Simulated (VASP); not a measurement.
Write the native input for VASP 6.6.1 that does the following.

* Task: single point
* Functional: LDA
* Potentials or basis: VASP PAW LDA potentials, release 64 (Si)
* Cutoff: 520 eV
* k mesh: 20 × 20 × 20
* Occupations: gaussian, width 0.15 eV
* Spin: no spin polarisation
* Dipole correction: no
* Further INCAR settings: ALGO = Normal; EDIFF = 1e-06; NBANDS = 11

The structure of Si lies in POSCAR:

```
Si
1.0
   -2.3713723045      2.3713723045      1.3691433516
    2.3713723045     -2.3713723045      1.3691433516
    2.3713723045      2.3713723045     -1.3691433516
Si
2
Direct
    0.2500000000      0.7500000000      0.5000000000
    0.5000000000      0.5000000000      0.0000000000
```

This cell differs from its parent crystal: strain +0.000 along x and y, +0.030 along z.

These files were run (other wordings do the same):

INCAR

```
ALGO = Normal
EDIFF = 1E-6
ENCUT = 520
GGA = CA
ISIF = 2
ISMEAR = 0
LASPH = True
LCHARG = True
LELF = True
LREAL = False
LVHAR = True
LWAVE = False
NBANDS = 11
NELM = 80
PREC = Accurate
SIGMA = 0.15
```

KPOINTS

```
k-points
0
Gamma
  20 20 20
```

Potentials or basis: VASP PAW LDA potentials, release 64 (Si).

Launch:

```bash
$ cat potpaw_LDA.64/Si/POTCAR > POTCAR
$ mpirun -np 1 vasp_std > vasp.out
```

It gave:

```
Pressure               : -3.4 GPa
Band gap on the k mesh : zero (bands 4 and 5 overlap by 6.78 eV)
```

Caveat: the cell differs from its parent crystal (strain +0.000 along x and y, +0.030 along z); the cell stands under tension.

Wall time 85 s on 1 thread of AMD EPYC 9R45 96-Core Processor (Zen 5), on a shared host, peak memory 0.24 GiB.
